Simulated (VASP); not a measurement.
A run of VASP 6.6.1:

Contents of INCAR:

```
  ALGO = Normal
  EDIFF = 1E-8
  ENCUT = 520
  GGA = PE
  IBRION = 8
  ISIF = 2
  ISMEAR = 0
  LASPH = True
  LCHARG = True
  LEPSILON = True
  LREAL = False
  LWAVE = False
  NBANDS = 11
  NELM = 100
  NSW = 1
  PREC = Accurate
  SIGMA = 0.01
```

KPOINTS

```
k-points
0
Gamma
  8 8 8
```

File POSCAR:

```
Si
1.0
    0.0000000000      2.7350468813      2.7350468813
    2.7350468813      0.0000000000      2.7350468813
    2.7350468813      2.7350468813      0.0000000000
Si
2
Direct
    0.7500000000      0.7500000000      0.7500000000
    0.5000000000      0.5000000000      0.5000000000
```

Potentials or basis: VASP PAW PBE potentials, release 64 (Si).

Launch:

```bash
$ cat potpaw_PBE.64/Si/POTCAR > POTCAR
$ mpirun -np 1 vasp_std > vasp.out
```

Hardware: 1 thread of AMD EPYC 9R45 (Zen 5), with other jobs on the host.

Q: How long does it take, and how much memory?

A: Wall time 3.7 min on 1 thread of AMD EPYC 9R45 (Zen 5), with other jobs on the host, peak memory 0.2 GiB. Counts: scf iterations 120, k points 29.
